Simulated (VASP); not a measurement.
Runs of VASP 6.6.1 on BN. The structure is that of space group P6_3/mmc (No. 194), or close to it. The cells are those of the table. 

```tsv
task	cell	gap on the mesh (eV)	pressure (GPa)
relaxation of cell and atoms	relaxed to 2 GPa from a = 2.504, b = 2.504, c = 7.016 Å, angles 90.0, 90.0, 120.0°, 4 atoms	4.04	2.0
relaxation of cell and atoms	relaxed to 10 GPa from a = 2.504, b = 2.504, c = 7.016 Å, angles 90.0, 90.0, 120.0°, 4 atoms	3.98	10.0
single point	a = 2.492, b = 2.492, c = 5.873 Å, angles 90.0, 90.0, 120.0°, 4 atoms	4.02	7.1
relaxation of cell and atoms	relaxed to 7 GPa from a = 2.504, b = 2.504, c = 7.016 Å, angles 90.0, 90.0, 120.0°, 4 atoms	(a)	7.0
relaxation of cell and atoms	relaxed to 4 GPa from a = 2.504, b = 2.504, c = 7.016 Å, angles 90.0, 90.0, 120.0°, 4 atoms	4.01	4.0
relaxation of cell and atoms	relaxed to -2 GPa from a = 2.504, b = 2.504, c = 7.016 Å, angles 90.0, 90.0, 120.0°, 4 atoms	4.44	-2.0
single point	a = 2.497, b = 2.497, c = 6.132 Å, angles 90.0, 90.0, 120.0°, 4 atoms	4.01	4.1
single point	a = 2.504, b = 2.504, c = 7.016 Å, angles 90.0, 90.0, 120.0°, 4 atoms	4.26	(b)
```

Alike in all rows: level PBEsol; potentials or basis VASP PAW PBE potentials, release 64 (B, N); no spin polarisation; k mesh 10 × 10 × 4; cutoff (eV) 600; smearing gaussian 0.01 eV.

**Question.** Estimate the missing entries.

**Answer.** (a) 4.03; (b) 0.1.

Caveats: the PAW data sets were made with another functional, which shifts forces and pressure a little; the cell is relaxed towards a set pressure, so the run minimises the enthalpy, not the energy (at least some runs); this functional lacks dispersion, which binds the layers, so the pressure and a relaxed spacing across them are unreliable (at least some runs); the cell stands under pressure (at least some runs).

A k mesh can miss the band edges.
